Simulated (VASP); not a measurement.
# TiO2 (Rutile) (P4_2/mnm) in VASP: further runs

Runs on TiO2 (Rutile). Level: PBE. Tasks: single point.

All numbers are computed with VASP 6.6.1; they aren't measurements. Logs are shortened: lines on timing, memory, paths and dates and some standing lists are left out, and cuts for length are marked.

### 1 The cell of the first run

Symmetry: P4_2/mnm, No. 136, tetragonal system. Conventional cell: a = 4.514 Å, b = 4.514 Å, c = 2.907 Å, α = 90.00°, β = 90.00°, γ = 90.00°. Within 2.5 Å of Ti (site symmetry mmm) lie 6 O at 1.91 to 1.95 Å. Within 2.5 Å of O (site symmetry m2m) lie 3 Ti at 1.91 to 1.95 Å and 1 O at 2.49 Å.

### 2 Single point, PBE

The input, INCAR:

```
SYSTEM = TiO2
ALGO = Normal
EDIFF = 1E-7
ENCUT = 520
GGA = PE
ISIF = 2
ISMEAR = 0
LASPH = .TRUE.
LCHARG = .FALSE.
LREAL = .FALSE.
LWAVE = .FALSE.
NBANDS = 33
NELM = 100
PREC = Accurate
SIGMA = 0.01
```

The input, KPOINTS:

```
k-points
0
G
  4 4 6
  0 0 0
```

The input, POSCAR:

```
TiO2
1.0
    4.5143510624      0.0000000000      0.0000000000
    0.0000000000      4.5143510624      0.0000000000
    0.0000000000      0.0000000000      2.9072648909
Ti O
2 4
Direct
    0.0000000000      0.0000000000      0.0000000000
    0.5000000000      0.5000000000      0.5000000000
    0.3049600000      0.3049600000      0.0000000000
    0.1950400000      0.8049600000      0.5000000000
    0.6950400000      0.6950400000      0.0000000000
    0.8049600000      0.1950400000      0.5000000000
```

Potentials or basis: VASP PAW PBE potentials, release 64 (Ti_sv, O).

The run is started by

```bash
$ cat potpaw_PBE.64/Ti_sv/POTCAR potpaw_PBE.64/O/POTCAR > POTCAR
$ mpirun -np 1 vasp_std > vasp.out
```

OUTCAR:

```text
SYSTEM = TiO2
   EDIFF = 1E-7
   ENCUT = 520
   GGA = PE
   ISIF = 2
   ISMEAR = 0
   LASPH = .TRUE.
   LREAL = .FALSE.
   NELM = 100
   PREC = Accurate

 ion  position               nearest neighbor table
   1  0.000  0.000  0.000-   4 1.91   6 1.91   4 1.91   6 1.91   5 1.95   3 1.95
   2  0.500  0.500  0.500-   3 1.91   5 1.91   3 1.91   5 1.91   4 1.95   6 1.95
   3  0.305  0.305  0.000-   2 1.91   2 1.91   1 1.95
   4  0.195  0.805  0.500-   1 1.91   1 1.91   2 1.95
   5  0.695  0.695  0.000-   2 1.91   2 1.91   1 1.95
   6  0.805  0.195  0.500-   1 1.91   1 1.91   2 1.95

  LATTYP: Found a simple tetragonal cell.
 ALAT       =     4.5143510624
 C/A-ratio  =     0.6440050520

  Lattice vectors:

 A1 = (   4.5143510624,   0.0000000000,   0.0000000000)
 A2 = (   0.0000000000,   4.5143510624,   0.0000000000)
 A3 = (   0.0000000000,   0.0000000000,   2.9072648909)

Analysis of symmetry for initial positions (statically):
=====================================================================
 Subroutine PRICEL returns:
 Original cell was already a primitive cell.

 Routine SETGRP: Setting up the symmetry group for a
 simple tetragonal supercell.

 Subroutine GETGRP returns: Found 16 space group operations
 (whereof  8 operations were pure point group operations)
 out of a pool of 16 trial point group operations.

The static configuration has the point symmetry D_2h.
 The point group associated with its full space group is D_4h.

Analysis of symmetry for dynamics (positions and initial velocities):
=====================================================================
 Subroutine PRICEL returns:
 Original cell was already a primitive cell.

 Routine SETGRP: Setting up the symmetry group for a
 simple tetragonal supercell.

 Subroutine GETGRP returns: Found 16 space group operations
 (whereof  8 operations were pure point group operations)
 out of a pool of 16 trial point group operations.

The dynamic configuration has the point symmetry D_2h.
 The point group associated with its full space group is D_4h.

 Subroutine INISYM returns: Found 16 space group operations
 (whereof  8 operations are pure point group operations),
 and found     1 'primitive' translations

----------------------------------------------------------------------------------------

                                     Primitive cell

  volume of cell :      59.2482

  direct lattice vectors                    reciprocal lattice vectors
     4.514351062  0.000000000  0.000000000     0.221515781  0.000000000  0.000000000
     0.000000000  4.514351062  0.000000000     0.000000000  0.221515781  0.000000000
     0.000000000  0.000000000  2.907264891     0.000000000  0.000000000  0.343965905

  length of vectors
     4.514351062  4.514351062  2.907264891     0.221515781  0.221515781  0.343965905

  position of ions in fractional coordinates (direct lattice)
     0.000000000  0.000000000  0.000000000
     0.500000000  0.500000000  0.500000000
     0.304960000  0.304960000  0.000000000
     0.195040000  0.804960000  0.500000000
     0.695040000  0.695040000  0.000000000
     0.804960000  0.195040000  0.500000000

  ion indices of the primitive-cell ions
   primitive index   ion index
                 1           1
                 2           2
                 3           3
                 4           4
                 5           5
                 6           6

----------------------------------------------------------------------------------------

 KPOINTS: k-points

Automatic generation of k-mesh.
 Grid dimensions read from file:
 generate k-points for:    4    4    6

 Generating k-lattice:

  Cartesian coordinates                     Fractional coordinates (reciprocal lattice)
     0.055378945  0.000000000  0.000000000     0.250000000  0.000000000  0.000000000
     0.000000000  0.055378945  0.000000000     0.000000000  0.250000000  0.000000000
     0.000000000  0.000000000  0.057327651     0.000000000  0.000000000  0.166666667

  Length of vectors
     0.055378945  0.055378945  0.057327651

  Shift w.r.t. Gamma in fractional coordinates (k-lattice)
     0.000000000  0.000000000  0.000000000

 Subroutine IBZKPT returns following result:
 ===========================================

 Found     24 irreducible k-points:

 Following reciprocal coordinates:
            Coordinates               Weight
  0.000000  0.000000  0.000000      1.000000
  0.250000  0.000000  0.000000      4.000000
  0.500000  0.000000  0.000000      2.000000
  0.250000  0.250000  0.000000      4.000000
  0.500000  0.250000  0.000000      4.000000
  0.500000  0.500000  0.000000      1.000000
[... 16 lines left out ...]
  0.500000  0.250000  0.500000      4.000000
  0.500000  0.500000  0.500000      1.000000
   k-points           NKPTS =     24   k-points in BZ     NKDIM =     24   number of bands    NBANDS=     33
   number of dos      NEDOS =    301   number of ions     NIONS =      6
   total plane-waves  NPLWV =  31104
   dimension x,y,z NGX =    36 NGY =   36 NGZ =   24
   dimension x,y,z NGXF=    72 NGYF=   72 NGZF=   48
   ions per type =               2   4
   NGX,Y,Z   is equivalent  to a cutoff of  13.26, 13.26, 13.72 a.u.
   NGXF,Y,Z  is equivalent  to a cutoff of  26.51, 26.51, 27.45 a.u.
 SYSTEM =  TiO2
   PREC   = accura    normal or accurate (medium, high low for compatibility)
   ISTART =      0    job   : 0-new  1-cont  2-samecut
   ICHARG =      2    charge: 1-file 2-atom 10-const
   ISPIN  =      1    spin polarized calculation?
   LNONCOLLINEAR =      F non collinear calculations
   LSORBIT =      F    spin-orbit coupling
   LASPH  =      T    aspherical Exc in radial PAW
   ENCUT  =  520.0 eV  38.22 Ry    6.18 a.u.   8.39  8.39  5.41*2*pi/ulx,y,z
   NELM   =    100;   NELMIN=  2; NELMDL= -5     # of ELM steps
   EDIFF  = 0.1E-06   stopping-criterion for ELM
   LREAL  =      F    real-space projection
   EDIFFG = 0.1E-05   stopping-criterion for IOM
   NSW    =      0    number of steps for IOM
   IBRION =     -1    ionic relax: 0-MD 1-quasi-New 2-CG
   NFREE  =      0    steps in history (QN), initial steepest desc. (CG)
   ISIF   =      2    stress and relaxation
   ISYM   =      2    0-nonsym 1-usesym 2-fastsym
   POTIM  = 0.5000    time-step for ionic-motion
   TEBEG  =    0.0;   TEEND  =   0.0 temperature during run
   PSTRESS=    0.0 pullay stress
   NELECT =      48.0000    total number of electrons
   NUPDOWN=      -1.0000    fix difference up-down
   EMIN   =  10.00;   EMAX   =-10.00  energy-range for DOS
   EFERMI =   0.00;   METHOD = LEGACY
   ISMEAR =     0;   SIGMA  =   0.01  broadening in eV -4-tet -1-fermi 0-gaus
   EFERMI_NEDOS =   21; number of points for ismear=-14 and -15
   IALGO  =     38    algorithm
   IMIX   =      4    mixing-type and parameters
     AMIX     =   0.40;   BMIX     =  1.00
     AMIX_MAG =   1.60;   BMIX_MAG =  1.00
  volume/ion in A,a.u.               =       9.87        66.64
  Fermi-wavevector in a.u.,A,eV,Ry     =   1.526149  2.884003 31.689731  2.329130
  Thomas-Fermi vector in A             =   2.634222
   LORBIT       =      0    0 simple, 1 ext, 2 COOP (PROOUT), +10 PAW based schemes
   GGA     = PE    functional components
   LHFCALC =     F    Hartree Fock is set to
   AEXX    =    0.0000 exact exchange contribution
   IVDW    =     0    specifies the selected vdW correction
   LEPSILON=     F    determine dielectric tensor
   LRPA    =     F    only Hartree local field effects (RPA)
 non-spin polarized calculation
 Gauss-broadening in eV      SIGMA  =   0.01
  energy-cutoff  :      520.00
  volume of cell :       59.25
 maximum number of plane-waves:      1618
 NGX is ok and might be reduce to    36
   NGX = 17   NGY = 17   NGZ = 11

 number of electron      47.9999996 magnetization

 Free energy of the ion-electron system (eV)
  ---------------------------------------------------
  ext. energy  EPLUGINS =         0.00000000
  ---------------------------------------------------
  free energy    TOTEN  =       -53.38357654 eV

  energy without entropy =      -53.38357654  energy(sigma->0) =      -53.38357654

 E-fermi :   5.5168     XC(G=0): -11.6936

 val. band max:        5.3995404192   @ k =   0.0000   0.0000   0.0000
 cond. band min:       7.3962410558   @ k =   0.0000   0.0000   0.0000
 fundamental gap:      1.9967006365
 Fermi energy:         5.5167860817

 k-point     1 :       0.0000    0.0000    0.0000
  band No.  band energies     occupation
      1     -51.3330      2.00000
      2     -51.3103      2.00000
      3     -27.6994      2.00000
      4     -27.6994      2.00000
      5     -27.4918      2.00000
      6     -27.4918      2.00000
[... 25 lines left out ...]
     32      12.5060      0.00000
     33      12.5060      0.00000

 k-point     2 :       0.2500    0.0000    0.0000
  band No.  band energies     occupation
      1     -51.3297      2.00000
      2     -51.3136      2.00000
      3     -27.6751      2.00000
      4     -27.6728      2.00000
      5     -27.5215      2.00000
      6     -27.5191      2.00000
[... 25 lines left out ...]
     32      12.2985      0.00000
     33      12.3357      0.00000

 k-point     3 :       0.5000    0.0000    0.0000
  band No.  band energies     occupation
      1     -51.3216      2.00000
      2     -51.3216      2.00000
      3     -27.6308      2.00000
      4     -27.6308      2.00000
      5     -27.5665      2.00000
      6     -27.5665      2.00000
[... 25 lines left out ...]
     32      11.9718      0.00000
     33      12.1103      0.00000

 k-point     4 :       0.2500    0.2500    0.0000
  band No.  band energies     occupation
      1     -51.3273      2.00000
      2     -51.3159      2.00000
      3     -27.7077      2.00000
      4     -27.6314      2.00000
      5     -27.5659      2.00000
      6     -27.4868      2.00000
[... 673 lines left out ...]
     32      11.7095      0.00000
     33      11.9250      0.00000

 k-point    23 :       0.5000    0.2500    0.5000
  band No.  band energies     occupation
      1     -51.2704      2.00000
      2     -51.2704      2.00000
      3     -27.9751      2.00000
      4     -27.9751      2.00000
      5     -27.5165      2.00000
      6     -27.5165      2.00000
[... 25 lines left out ...]
     32      11.0774      0.00000
     33      12.6724      0.00000

 k-point    24 :       0.5000    0.5000    0.5000
  band No.  band energies     occupation
      1     -51.2704      2.00000
      2     -51.2704      2.00000
      3     -27.9672      2.00000
      4     -27.9672      2.00000
      5     -27.5250      2.00000
      6     -27.5250      2.00000
[... 25 lines left out ...]
     32      11.7589      0.00000
     33      11.9127      0.00000

------------------------ aborting loop because EDIFF is reached ----------------------------------------

  FORCE on cell =-STRESS in cart. coord.  units (eV):
  Direction    XX          YY          ZZ          XY          YZ          ZX
  --------------------------------------------------------------------------------------
  -------------------------------------------------------------------------------------
  Total        7.1774634      7.1774634      8.3702539      0.0000000      0.0000000      0.0000000
  in kB      194.0914054    194.0914054    226.3465888      0.0000000      0.0000000      0.0000000
  external PRESSURE =     204.8431332 kB  Pullay stress =       0.0000000 kB

 VOLUME and BASIS-vectors are now :
 -----------------------------------------------------------------------------
  energy-cutoff  :      520.00
  volume of cell :       59.25
      direct lattice vectors                 reciprocal lattice vectors
     4.514351062  0.000000000  0.000000000     0.221515781  0.000000000  0.000000000
     0.000000000  4.514351062  0.000000000     0.000000000  0.221515781  0.000000000
     0.000000000  0.000000000  2.907264891     0.000000000  0.000000000  0.343965905

 POSITION                                       TOTAL-FORCE (eV/Angst)
 -----------------------------------------------------------------------------------
      0.00000      0.00000      0.00000         0.000000      0.000000      0.000000
      2.25718      2.25718      1.45363         0.000000      0.000000      0.000000
      1.37670      1.37670      0.00000        -0.284170     -0.284170      0.000000
      0.88048      3.63387      1.45363         0.284170     -0.284170      0.000000
      3.13765      3.13765      0.00000         0.284170      0.284170     -0.000000
      3.63387      0.88048      1.45363        -0.284170      0.284170     -0.000000
 -----------------------------------------------------------------------------------
    total drift:                                0.000000      0.000000     -0.000000

  FREE ENERGIE OF THE ION-ELECTRON SYSTEM (eV)
  ---------------------------------------------------
  free  energy   TOTEN  =       -53.3835765387 eV

  energy  without entropy=      -53.3835765387  energy(sigma->0) =      -53.38357654
```

Run time: 46 s. Hardware: 1 thread of Intel Xeon Platinum 8259CL at 2.50GHz (Skylake/Cascade Lake), shared host; peak memory 0.19 GiB.

Results:

```
Free energy            : -53.3836 eV
Pressure               : 20.5 GPa
Largest force          : 0.402 eV/Å
Band gap on the k mesh : 2.00 eV, direct
```

Forces on the atoms (eV/Å):
```
Ti   0.000  0.000  0.000
Ti   0.000  0.000  0.000
O   -0.284 -0.284  0.000
O    0.284 -0.284  0.000
O    0.284  0.284  0.000
O   -0.284  0.284  0.000
```

Levels at points of the mesh, in eV from the valence-band top:
| k point | band 22 | band 23 | band 24 | band 25 | band 26 | band 27 |
| --- | --- | --- | --- | --- | --- | --- |
| (0.00, 0.00, 0.00) | -0.45 | -0.45 | 0.00 | 2.00 | 2.34 | 2.57 |
| (0.50, 0.00, 0.00) | -1.68 | -0.79 | -0.79 | 2.74 | 2.74 | 3.25 |
| (0.50, 0.50, 0.00) | -1.31 | -1.05 | -1.05 | 2.05 | 2.05 | 2.70 |
| (0.00, 0.00, 0.50) | -2.55 | -1.45 | -1.45 | 3.18 | 3.18 | 3.41 |
| (0.50, 0.00, 0.50) | -2.15 | -1.10 | -1.10 | 2.02 | 2.02 | 3.44 |
| (0.50, 0.50, 0.50) | -1.37 | -0.67 | -0.67 | 2.76 | 2.76 | 3.44 |

A k mesh can miss the band edges. PBE gaps usually lie below the measured ones, often by a third to a half.

### 3 Single point, PBE

This run uses another cell than the first one, of 10.19 Å³/atom, 1.032 times its volume.

The input, INCAR:

```
SYSTEM = TiO2
  PREC = Accurate
  ENCUT = 520
  EDIFF = 1E-7
  ISMEAR = 0
  SIGMA = 0.01
  LREAL = .False.
  LASPH = .True.
  NELM = 60
  ALGO = Normal
  ISIF = 2
  LWAVE = .False.
  LCHARG = .False.
  GGA = PE
  NBANDS = 33
```

The input, KPOINTS:

```
regular mesh
0
Gamma
  4 4 6
  0 0 0
```

Changes to POSCAR since step 2:

```diff
@@ -2,5 +2,5 @@
 1.0
-    4.5143510624      0.0000000000      0.0000000000
-    0.0000000000      4.5143510624      0.0000000000
-    0.0000000000      0.0000000000      2.9072648909
+    4.5613789371      0.0000000000      0.0000000000
+    0.0000000000      4.5613789371      0.0000000000
+    0.0000000000      0.0000000000      2.9375510798
 Ti O
```

Potentials or basis: VASP PAW PBE potentials, release 64 (Ti_sv, O).

The run is started by

```bash
$ cat potpaw_PBE.64/Ti_sv/POTCAR potpaw_PBE.64/O/POTCAR > POTCAR
$ mpirun -np 1 vasp_std > vasp.out
```

It took 46 s on 1 thread of Intel Xeon Platinum 8259CL at 2.50GHz (Skylake/Cascade Lake), shared host; peak memory 0.19 GiB.

Results (log left out):

```yaml
Free_energy: -53.5714 eV
Pressure: 11.4 GPa
Largest_force: 0.230 eV/Å
Band_gap_on_the_k_mesh: 1.92 eV, direct
```

Forces on the atoms (eV/Å):
```
Ti   0.000  0.000  0.000
Ti   0.000  0.000  0.000
O   -0.163 -0.163  0.000
O    0.163 -0.163  0.000
O    0.163  0.163  0.000
O   -0.163  0.163  0.000
```

Stress tensor (GPa, compression positive):
```
11.10  0.00  0.00
 0.00 11.10  0.00
 0.00  0.00 12.00
```

Levels at points of the mesh, in eV from the valence-band top:
| k point | band 21 | band 22 | band 23 | band 24 | band 25 | band 26 | band 27 | band 28 |
| --- | --- | --- | --- | --- | --- | --- | --- | --- |
| (0.00, 0.00, 0.00) | -0.70 | -0.45 | -0.45 | 0.00 | 1.92 | 2.24 | 2.47 | 2.57 |
| (0.50, 0.00, 0.00) | -1.66 | -1.66 | -0.76 | -0.76 | 2.62 | 2.62 | 3.11 | 3.11 |
| (0.50, 0.50, 0.00) | -1.31 | -1.31 | -1.05 | -1.05 | 1.97 | 1.97 | 2.59 | 2.59 |
| (0.00, 0.00, 0.50) | -2.44 | -2.44 | -1.44 | -1.44 | 3.05 | 3.05 | 3.26 | 3.26 |
| (0.50, 0.00, 0.50) | -2.08 | -2.08 | -1.06 | -1.06 | 1.95 | 1.95 | 3.29 | 3.29 |
| (0.50, 0.50, 0.50) | -1.32 | -1.32 | -0.67 | -0.67 | 2.65 | 2.65 | 3.31 | 3.31 |

A k mesh can miss the band edges.

### 4 Single point, PBE

This run uses another cell than the first one, of 10.50 Å³/atom, 1.063 times its volume.

The input, INCAR:

```
SYSTEM = TiO2
PREC     = Accurate       ! precision mode
ENCUT    = 520            ! plane-wave cutoff, eV
EDIFF    = 1E-6           ! SCF threshold, eV
ISMEAR   = 0              ! smearing method
SIGMA    = 0.01           ! smearing width, eV
LREAL    = .False.        ! projectors in reciprocal space
LASPH    = .True.         ! aspherical terms in the spheres
NELM     = 100            ! most SCF steps
ALGO     = Normal         ! electronic algorithm
ISIF     = 2              ! what is computed and relaxed
LWAVE    = .False.        ! write WAVECAR
LCHARG   = .False.        ! write CHGCAR
GGA      = PE             ! functional
NBANDS   = 33             ! bands
```

KPOINTS is that of step 3.

Changes to POSCAR since step 3:

```diff
@@ -2,5 +2,5 @@
 1.0
-    4.5613789371      0.0000000000      0.0000000000
-    0.0000000000      4.5613789371      0.0000000000
-    0.0000000000      0.0000000000      2.9375510798
+    4.6074565905      0.0000000000      0.0000000000
+    0.0000000000      4.6074565905      0.0000000000
+    0.0000000000      0.0000000000      2.9672253213
 Ti O
```

The run is started by

```bash
$ cat potpaw_PBE.64/Ti_sv/POTCAR potpaw_PBE.64/O/POTCAR > POTCAR
$ mpirun -np 1 vasp_std > vasp.out
```

It took 43 s on 1 thread of Intel Xeon Platinum 8259CL at 2.50GHz (Skylake/Cascade Lake), shared host; peak memory 0.19 GiB.

The run converged. Its results:

```
Free energy            : -53.6611 eV
Pressure               : 3.6 GPa
Largest force          : 0.076 eV/Å
Band gap on the k mesh : 1.85 eV, direct
```

Forces on the atoms (eV/Å):
```
Ti   0.000  0.000  0.000
Ti   0.000  0.000  0.000
O   -0.054 -0.054  0.000
O    0.054 -0.054  0.000
O    0.054  0.054  0.000
O   -0.054  0.054  0.000
```

Stress tensor (GPa, compression positive):
```
3.94 0.00 0.00
0.00 3.94 0.00
0.00 0.00 2.87
```

Levels at points of the mesh, in eV from the valence-band top:
```
           k point  band 22  band 23  band 24  band 25  band 26  band 27
(0.00, 0.00, 0.00)    -0.44    -0.44     0.00     1.85     2.15     2.37
(0.50, 0.00, 0.00)    -1.63    -0.74    -0.74     2.51     2.51     2.97
(0.50, 0.50, 0.00)    -1.31    -1.05    -1.05     1.89     1.89     2.48
(0.00, 0.00, 0.50)    -2.33    -1.42    -1.42     2.92     2.92     3.12
(0.50, 0.00, 0.50)    -2.02    -1.02    -1.02     1.89     1.89     3.14
(0.50, 0.50, 0.50)    -1.26    -0.67    -0.67     2.56     2.56     3.16
```

### 5 Overview

```csv
cell,gap on the mesh (eV),pressure (GPa),largest force (eV/Å)
"a = 4.514, b = 4.514, c = 2.907 Å, 6 atoms",2.00,20.5,0.40
"a = 4.561, b = 4.561, c = 2.938 Å, 6 atoms",1.92,11.4,0.23
"a = 4.607, b = 4.607, c = 2.967 Å, 6 atoms",1.85,3.6,0.08
```

Alike in all rows: task single point; level PBE; potentials or basis VASP PAW PBE potentials, release 64 (Ti_sv, O); no spin polarisation; k mesh 4 × 4 × 6; cutoff (eV) 520; smearing gaussian 0.01 eV.

Absolute energies hang on the potentials; compare differences alone.
